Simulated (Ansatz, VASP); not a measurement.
## Ta: VASP beside Ansatz

```xyz
1
Lattice="-1.6318 1.6318 1.6318 1.6318 -1.6318 1.6318 1.6318 1.6318 -1.6318" Properties=species:S:1:pos:R:3 pbc="T T T"
Ta    0.0000    0.0000    0.0000
```

Alike in both runs: task single point; functional BLYP; k mesh 22 × 22 × 22; occupations fermi-dirac, width 0.1 eV; no spin polarisation.

|  | VASP | Ansatz |
| --- | --- | --- |
| version | VASP 6.6.1 | Ansatz 0.2.0 |
| potentials or method | VASP PAW PBE potentials, release 64 (Ta_pv), cutoff 520 eV | plane waves (420 eV) with PAW, scalar-relativistic |
| valence electrons in the cell | 11 | 13 |

|  | VASP | Ansatz | Ansatz less VASP |
| --- | --- | --- | --- |
| pressure (GPa) | 18.6 | 17.4 | -1.19 |

VASP's potentials were made for PBE, not for BLYP. VASP's potentials hold 11 valence electrons a cell and Ansatz's 13, so a difference there can come from the potentials and not from the codes.

Neither program's run includes spin-orbit coupling.
